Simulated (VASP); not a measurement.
Here is a VASP 6.6.1 calculation.

Contents of INCAR:

```
ALGO = Normal
EDIFF = 1E-6
ENCUT = 520
GGA = PE
ISIF = 2
ISMEAR = 0
IVDW = 12
LASPH = True
LCHARG = False
LREAL = False
LWAVE = False
NBANDS = 11
NELM = 60
PREC = Accurate
SIGMA = 0.05
```

Contents of KPOINTS:

```
k-points
0
Gamma
  12 12 12
```

Contents of POSCAR:

```
BN
1.0
    0.0000000000      3.6001753049      2.2310739772
    1.2891810630      0.0000000000      2.2310739772
    1.2891810630      3.6001753049      0.0000000000
B N
1 1
Direct
    0.0000486500      0.0000486500      0.9999513500
    0.6666513400      0.6666513400      0.3333486600
```

Potentials or basis: VASP PAW PBE potentials, release 64 (B, N).

Launch:

```console
$ cat potpaw_PBE.64/B/POTCAR potpaw_PBE.64/N/POTCAR > POTCAR
$ mpirun -np 1 vasp_std > vasp.out
```

Question: Estimate the largest force.

Answer: 0.006 eV/Å.

Question: What does it give for the band gap on the k mesh?

Answer: 3.78 eV (least direct gap 4.34 eV).

Question: Predict the pressure.

Answer: -16.6 GPa.

Question: What does it give for the dispersion energy per atom?

Answer: -0.121 eV.

Forces on the atoms (eV/Å):
```
B    0.000  0.000  0.006
N    0.000  0.000 -0.006
```

Caveat: the cell differs from its parent crystal (strain +0.030 along x and y, +0.030 along z); the cell stands under tension. A k mesh can miss the band edges.
